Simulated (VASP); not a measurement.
Here is a VASP 6.6.1 calculation.

File POSCAR:

```
AlN
1.0
    3.1361733643      0.0000000000      0.0000000000
   -1.5680866821      2.7160058041      0.0000000000
    0.0000000000      0.0000000000      5.0258105930
Al N
2 2
Direct
    0.6666666667      0.3333333333      0.4992049919
    0.3333333333      0.6666666667      0.9992049919
    0.6666666667      0.3333333333      0.8807950081
    0.3333333333      0.6666666667      0.3807950081
```

INCAR.step1

```
ALGO = Normal
EDIFF = 1E-4
ENCUT = 600
GGA = PE
ISMEAR = 0
LASPH = T
LCHARG = F
LREAL = F
LWAVE = T
NELM = 60
PREC = Accurate
SIGMA = 0.02
```

Contents of INCAR.step2:

```
ALGO = Normal
EDIFF = 1E-6
EDIFFG = -0.008
ENCUT = 600
IBRION = 2
ISIF = 3
ISMEAR = 0
ISTART = 1
LASPH = T
LCHARG = F
LMIXTAU = T
LREAL = F
LWAVE = F
METAGGA = R2SCAN
NELM = 60
NSW = 70
PREC = Accurate
PSTRESS = -30.0
SIGMA = 0.02
```

File KPOINTS:

```
k-points
0
Gamma
  12 12 6
```

Potentials or basis: VASP PAW PBE potentials, release 64 (Al, N).

Launch:

```bash
$ cat potpaw_PBE.64/Al/POTCAR potpaw_PBE.64/N/POTCAR > POTCAR
$ cp INCAR.step1 INCAR
$ mpirun -np 1 vasp_std > vasp.out
$ cp INCAR.step2 INCAR
$ mpirun -np 1 vasp_std > vasp.out
```

Question: Predict the relaxed cell.

Answer: a = 3.120 Å, b = 3.120 Å, c = 5.003 Å, α = 90.00°, β = 90.00°, γ = 120.00°.

Question: What does it give for the space group after relaxing (to 0.1 Å)?

Answer: P6_3mc (No. 186).

Forces on the atoms (eV/Å):
```
Al   0.000  0.000  0.005
Al   0.000  0.000  0.005
N    0.000  0.000 -0.005
N    0.000  0.000 -0.005
```

Caveat: the cell is relaxed towards a set pressure, so the run minimises the enthalpy, not the energy; the PAW data sets were made with another functional, which shifts forces and pressure a little.
